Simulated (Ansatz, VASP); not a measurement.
## Two plane-wave programs on MnSi

The input INCAR:

```
ALGO = Normal
EDIFF = 1E-6
ENCUT = 520
GGA = PE
ISIF = 2
ISMEAR = -1
ISPIN = 2
LASPH = T
LCHARG = T
LDAU = T
LDAUJ = 0 0
LDAUL = 2 -1
LDAUPRINT = 1
LDAUTYPE = 2
LDAUU = 4.6 0
LELF = T
LMAXMIX = 4
LORBIT = 11
LREAL = F
LVHAR = T
LWAVE = F
MAGMOM = 4.5 4.5 4.5 4.5 0 0 0 0
NBANDS = 48
NELM = 150
PREC = Accurate
SIGMA = 0.05
```

KPOINTS

```
k-points
0
Gamma
  5 5 5
```

The input POSCAR:

```
MnSi
1.0
    4.5580000000      0.0000000000      0.0000000000
    0.0000000000      4.5580000000      0.0000000000
    0.0000000000      0.0000000000      4.5580000000
Mn Si
4 4
Direct
    0.1380000000      0.1380000000      0.1380000000
    0.3620000000      0.8620000000      0.6380000000
    0.6380000000      0.3620000000      0.8620000000
    0.8620000000      0.6380000000      0.3620000000
    0.8450000000      0.8450000000      0.8450000000
    0.6550000000      0.1550000000      0.3450000000
    0.3450000000      0.6550000000      0.1550000000
    0.1550000000      0.3450000000      0.6550000000
```

Input for Ansatz:

```yaml
crystal:
  lattice:
    - [4.558, 0.0, 0.0]
    - [0.0, 4.558, 0.0]
    - [0.0, 0.0, 4.558]
  atoms:
    - { symbol: Mn, position: [0.138, 0.138, 0.138], spin: 4.5 }
    - { symbol: Mn, position: [0.362, 0.862, 0.638], spin: 4.5 }
    - { symbol: Mn, position: [0.638, 0.362, 0.862], spin: 4.5 }
    - { symbol: Mn, position: [0.862, 0.638, 0.362], spin: 4.5 }
    - { symbol: Si, position: [0.845, 0.845, 0.845] }
    - { symbol: Si, position: [0.655, 0.155, 0.345] }
    - { symbol: Si, position: [0.345, 0.655, 0.155] }
    - { symbol: Si, position: [0.155, 0.345, 0.655] }
magnetization:
  spin_polarized: true
hamiltonian:
  xc: pbe
  pseudopotentials: { kind: paw }
  hubbard: { sites: [{ species: Mn, l: d, u_eff: 4.6 }] }
basis:
  ecutwfc: 420
kpoints:
  mp_grid: { grid: [5, 5, 5] }
scf:
  occupations: { method: fermi_dirac, width: 0.05 }
output:
  forces: true
  stress: true
```

Alike in both runs: task single point; functional PBE; k mesh 5 × 5 × 5; occupations fermi-dirac, width 0.05 eV; collinear spin; Hubbard terms Mn d U = 4.6 eV.

|  | VASP | Ansatz |
| --- | --- | --- |
| version | VASP 6.6.1 | Ansatz 0.2.0 |
| potentials or method | VASP PAW PBE potentials, release 64 (Mn_pv, Si), cutoff 520 eV | PAW, plane waves, scalar-relativistic |
| valence electrons in the cell | 68 | 76 |

```tsv
	VASP	Ansatz	Ansatz less VASP
pressure (GPa)	24.5	23.5	-0.95
rms of the force components (eV/Å)	0.284	0.233	-0.0512
net moment per atom (μB)	1.36	1.34	-0.024
size of the moment on the site where the two differ most (μB)	3.16	2.96	-0.203
```

Site moments also hang on the region over which each program counts them. The programs project onto different local orbitals, so the same U acts differently, and such runs can settle in different states. Atom by atom the forces differ by 0.064 eV/Å (rms over components). VASP's potentials hold 68 valence electrons a cell and Ansatz's 76, so a difference there can come from the potentials and not from the codes. Ansatz's warnings: filled band counts differ across k points.
